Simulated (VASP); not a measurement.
# LiBe4 (R-3m) in VASP: further runs, part 2 of 2

VASP 6.6.1. The steps go on from the part before.

**4. Single point, PBE**

This run uses another cell than the first one, of 8.64 Å³/atom.

Contents of INCAR:

```
ALGO = Normal
EDIFF = 1E-6
ENCUT = 520
GGA = PE
ISIF = 2
ISMEAR = 0
LASPH = T
LCHARG = F
LREAL = F
LWAVE = F
NBANDS = 14
NELM = 100
PREC = Accurate
SIGMA = 0.1
```

Contents of KPOINTS:

```
k-points
0
Gamma
  12 12 12
```

Contents of POSCAR:

```
LiBe4
1.0
    1.8270458085      1.0548453893      3.7377906450
   -1.8270458085      1.0548453893      3.7377906450
    0.0000000000     -2.1096907787      3.7377906450
Li Be
1 4
Direct
    0.5000000000      0.5000000000      0.5000000000
    0.9062956514      0.9062956514      0.9062956514
    0.0937043486      0.0937043486      0.0937043486
    0.7011604714      0.7011604714      0.7011604714
    0.2988395286      0.2988395286      0.2988395286
```

Potentials or basis: VASP PAW PBE potentials, release 64 (Li_sv, Be).

Launch:

```sh
> cat potpaw_PBE.64/Li_sv/POTCAR potpaw_PBE.64/Be/POTCAR > POTCAR
> mpirun -np 1 vasp_std > vasp.out
```

OUTCAR:

```text
EDIFF = 1E-6
   ENCUT = 520
   GGA = PE
   ISIF = 2
   ISMEAR = 0
   LASPH = T
   LREAL = F
   NELM = 100
   PREC = Accurate

 ion  position               nearest neighbor table
   1  0.500  0.500  0.500-   4 2.26   5 2.26   3 2.26   2 2.26   3 2.26   3 2.26   2 2.26   2 2.26

   2  0.906  0.906  0.906-   3 2.10   5 2.21   5 2.21   5 2.21   1 2.26   1 2.26   1 2.26   4 2.30

   3  0.094  0.094  0.094-   2 2.10   4 2.21   4 2.21   4 2.21   1 2.26   1 2.26   1 2.26   5 2.30

   4  0.701  0.701  0.701-   3 2.21   3 2.21   3 2.21   5 2.25   5 2.25   5 2.25   1 2.26   2 2.30

   5  0.299  0.299  0.299-   2 2.21   2 2.21   2 2.21   4 2.25   4 2.25   4 2.25   1 2.26   3 2.30

  LATTYP: Found a trigonal (rhomboedric) cell.
 ALAT       =     4.2920710721
 COS(alpha) =     0.6375942675

  Lattice vectors:

 A1 = (   1.8270458085,   1.0548453893,   3.7377906450)
 A2 = (  -1.8270458085,   1.0548453893,   3.7377906450)
 A3 = (   0.0000000000,  -2.1096907787,   3.7377906450)

Analysis of symmetry for initial positions (statically):
=====================================================================
 Subroutine PRICEL returns:
 Original cell was already a primitive cell.

 Routine SETGRP: Setting up the symmetry group for a
 trigonal (rhombohedral) supercell.

 Subroutine GETGRP returns: Found 12 space group operations
 (whereof 12 operations were pure point group operations)
 out of a pool of 12 trial point group operations.

The static configuration has the point symmetry D_3d.

Analysis of symmetry for dynamics (positions and initial velocities):
=====================================================================
 Subroutine PRICEL returns:
 Original cell was already a primitive cell.

 Routine SETGRP: Setting up the symmetry group for a
 trigonal (rhombohedral) supercell.

 Subroutine GETGRP returns: Found 12 space group operations
 (whereof 12 operations were pure point group operations)
 out of a pool of 12 trial point group operations.

The dynamic configuration has the point symmetry D_3d.

[... 133 lines left out ...]
   LEPSILON=     F    determine dielectric tensor
   LRPA    =     F    only Hartree local field effects (RPA)
 non-spin polarized calculation
 Gauss-broadening in eV      SIGMA  =   0.10
  energy-cutoff  :      520.00
  volume of cell :       43.22
 maximum number of plane-waves:      1180
   NGX = 15   NGY = 15   NGZ = 15

 number of electron      11.0000000 magnetization

 Free energy of the ion-electron system (eV)
  ---------------------------------------------------
  ext. energy  EPLUGINS =         0.00000000
  ---------------------------------------------------
  free energy    TOTEN  =       -16.49530619 eV

  energy without entropy =      -16.49079682  energy(sigma->0) =      -16.49305151

 E-fermi :   5.2808     XC(G=0): -10.1662

 val. band max:        5.2695976756   @ k =  -0.4167   0.4167   0.1667
 cond. band min:       5.2877696818   @ k =  -0.3333   0.0833   0.0000
 fundamental gap:      0.0181720062
 Fermi energy:         5.2807685793

 k-point     1 :       0.0000    0.0000    0.0000
  band No.  band energies     occupation
      1     -39.6821      2.00000
      2      -4.0079      2.00000
      3       3.4184      2.00000
      4       4.2050      2.00000
      5       6.7888      0.00000
      6       6.7888      0.00000
      7       7.1788      0.00000
      8       7.1788      0.00000
      9      10.5527      0.00000
     10      10.5527      0.00000
     11      11.6801      0.00000
     12      11.6801      0.00000
     13      11.8066      0.00000
     14      11.9990      0.00000
[... 377 lines left out ...]
      1     -39.6797      2.00000
      2      -1.2913      2.00000
      3      -0.4322      2.00000
      4       2.3938      2.00000
      5       2.8945      2.00000
      6       4.3745      2.00000
      7       8.1898      0.00000
      8       8.7597      0.00000
      9       9.6537      0.00000
     10      12.7893      0.00000
     11      14.5331      0.00000
     12      14.7889      0.00000
     13      16.0020      0.00000
     14      17.8916      0.00000

 [... further k-points ...]
[... 5 lines left out ...]
  --------------------------------------------------------------------------------------
  -------------------------------------------------------------------------------------
  Total        0.0346675      0.0346675      0.0344406      0.0000000     -0.0000000     -0.0000000
  in kB        1.2850764      1.2850764      1.2766664      0.0000000     -0.0000000     -0.0000000
  external PRESSURE =       1.2822731 kB  Pullay stress =       0.0000000 kB

 VOLUME and BASIS-vectors are now :
 -----------------------------------------------------------------------------
  energy-cutoff  :      520.00
  volume of cell :       43.22
      direct lattice vectors                 reciprocal lattice vectors
     1.827045809  1.054845389  3.737790645     0.273665826  0.158001038  0.089179241
    -1.827045809  1.054845389  3.737790645    -0.273665826  0.158001038  0.089179241
     0.000000000 -2.109690779  3.737790645     0.000000000 -0.316002076  0.089179241

 POSITION                                       TOTAL-FORCE (eV/Angst)
 -----------------------------------------------------------------------------------
      0.00000     -0.00000      5.60669         0.000000     -0.000000     -0.000000
      0.00000     -0.00000     10.16263        -0.000000      0.000000     -0.000529
      0.00000     -0.00000      1.05074        -0.000000     -0.000000      0.000529
      0.00000     -0.00000      7.86237        -0.000000     -0.000000      0.003034
      0.00000     -0.00000      3.35100        -0.000000      0.000000     -0.003034
 -----------------------------------------------------------------------------------
    total drift:                               -0.000000      0.000000      0.000000

  FREE ENERGIE OF THE ION-ELECTRON SYSTEM (eV)
  ---------------------------------------------------
  free  energy   TOTEN  =       -16.4953061900 eV

  energy  without entropy=      -16.4907968237  energy(sigma->0) =      -16.49305151
```

stdout:

```text
POSCAR found type information on POSCAR LiBe
 POSCAR found :  2 types and       5 ions
 scaLAPACK will be used
 LDA part: xc-table for (Slater+PW92), standard interpolation
 POSCAR, INCAR and KPOINTS ok, starting setup
 FFT: planning ... GRIDC
 FFT: planning ... GRID_SOFT
 FFT: planning ... GRID
 WAVECAR not read
 entering main loop
```

It took 1.8 min on 1 thread of Oxide Virtual Turin-like, shared host; peak memory 0.2 GiB.

What came out:

```yaml
Free_energy: -16.4953 eV
Largest_force: 0.003 eV/Å
Band_gap_on_the_k_mesh: zero (an odd number of electrons rules out a gap without spin polarisation)
```

Forces in eV/Å, atoms in the order of the input:
```
Li   0.000  0.000  0.000
Be   0.000  0.000 -0.001
Be   0.000  0.000  0.001
Be   0.000  0.000  0.003
Be   0.000  0.000 -0.003
```

Levels at points of the mesh, in eV from the Fermi level:
| k point | band 2 | band 3 | band 4 | band 5 | band 6 | band 7 | band 8 | band 9 | band 10 | band 11 |
| --- | --- | --- | --- | --- | --- | --- | --- | --- | --- | --- |
| (0.00, 0.00, 0.00) | -9.29 | -1.86 | -1.08 | 1.51 | 1.51 | 1.90 | 1.90 | 5.27 | 5.27 | 6.40 |
| (0.50, 0.00, 0.00) | -6.79 | -5.99 | -2.80 | -0.96 | 0.58 | 1.76 | 2.32 | 2.94 | 6.80 | 9.13 |
| (0.50, 0.50, 0.00) | -5.99 | -5.81 | -3.04 | -2.85 | -2.63 | 2.70 | 6.53 | 7.85 | 8.03 | 8.95 |
| (0.50, 0.50, 0.50) | -8.03 | -6.57 | 0.57 | 0.57 | 1.56 | 1.56 | 5.68 | 5.98 | 6.10 | 6.10 |

Caveat: the cutoff is under 1.25 times the usual one of these potentials, so pressure, stress and relaxed cells hold a basis-set (Pulay) error.
